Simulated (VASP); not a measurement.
Write the native input for VASP 6.6.1 that does the following.

```yaml
Task: single point
Functional: PBE
Potentials_or_basis: VASP PAW PBE potentials, release 64 (As, In_d, Sb)
Cutoff: 520 eV
k_mesh: 4 × 4 × 2
Occupations: fermi-dirac, width 0.02 eV
Spin: no spin polarisation
Dipole_correction: no
Further_INCAR_settings: ALGO = Normal; EDIFF = 1e-06; NBANDS = 46
```

The structure of In4Sb3As lies in POSCAR:

```
In4Sb3As
1.0
    4.6671150976      0.0000000000      0.0000000000
    0.0000000000      4.6671150976      0.0000000000
    0.0000000000      0.0000000000     13.1458481411
As In Sb
1 4 3
Direct
    0.0000000000      0.0000000000      0.0000000000
    0.0000000000      0.5000000000      0.8873660036
    0.5000000000      0.0000000000      0.6293167863
    0.0000000000      0.5000000000      0.3706832137
    0.5000000000      0.0000000000      0.1126339964
    0.5000000000      0.5000000000      0.7582327341
    0.0000000000      0.0000000000      0.5000000000
    0.5000000000      0.5000000000      0.2417672659
```

These files were run (other wordings do the same):

INCAR

```
PREC = Accurate
ENCUT = 520
EDIFF = 1E-6
ISMEAR = -1
SIGMA = 0.02
LREAL = F
LASPH = T
NELM = 100
ALGO = Normal
ISIF = 2
LWAVE = F
LCHARG = F
GGA = PE
NBANDS = 46
```

KPOINTS

```
regular mesh
0
Gamma
  4 4 2
```

Potentials or basis: VASP PAW PBE potentials, release 64 (As, In_d, Sb).

Launch:

```console
$ cat potpaw_PBE.64/As/POTCAR potpaw_PBE.64/In_d/POTCAR potpaw_PBE.64/Sb/POTCAR > POTCAR
$ mpirun -np 1 vasp_std > vasp.out
```

Results of the run:

```
Pressure               : -1.0 GPa
Largest force          : 0.012 eV/Å
Band gap on the k mesh : zero (filled and empty bands touch)
```

Caveat: semilocal functionals underestimate gaps, so a narrow gap can read as zero; spin-orbit coupling is left out, which moves the levels of the heavy elements.

It took 3.1 min on 1 thread of AMD EPYC 7R43 64-Core Processor (Zen 3), with other jobs on the host, peak memory 0.38 GiB.
